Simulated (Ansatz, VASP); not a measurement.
Two plane-wave programs on CO2

```
C O
1.0
     5.67111    0.00000    0.00000
     0.00000    5.67111    0.00000
     0.00000    0.00000    5.67111
C O
4 8
Cartesian
  0.0000 0.0000 0.0000
  2.8356 0.0000 2.8356
  2.8356 2.8356 0.0000
  0.0000 2.8356 2.8356
  0.6751 0.6751 0.6751
  2.1605 4.9961 3.5106
  3.5106 2.1605 4.9961
  4.9961 3.5106 2.1605
  4.9961 4.9961 4.9961
  3.5106 0.6751 2.1605
  2.1605 3.5106 0.6751
  0.6751 2.1605 3.5106
```

Alike in both runs: functional PBE; dispersion D3(BJ); k mesh 4 × 4 × 4; occupations gaussian, width 0.1 eV; no spin polarisation.

Ansatz relaxed the structure, and its values are those at the end. VASP's run is a single point on that final structure, the one shown.

```csv
,VASP,Ansatz
version,VASP 6.6.1,Ansatz 0.2.0
potentials or method,"VASP PAW PBE potentials, release 64 (C, O), cutoff 520 eV","scalar-relativistic, plane waves, PAW"
valence electrons in the cell,64,64
```

```tsv
	VASP	Ansatz	Ansatz less VASP
gap on the k mesh at the Fermi level (eV)	6.74	6.76	+0.020
least direct gap on the mesh (eV)	6.74	6.76	+0.020
pressure (GPa)	1.5	0.1	-1.45
rms of the force components (eV/Å)	0.273	0.024	-0.2492
```

One of these differences is far larger than is usual between the two programs; its cause wasn't traced.

Noted on VASP's run: the standard files for N, O and F lose accuracy on very short bonds.
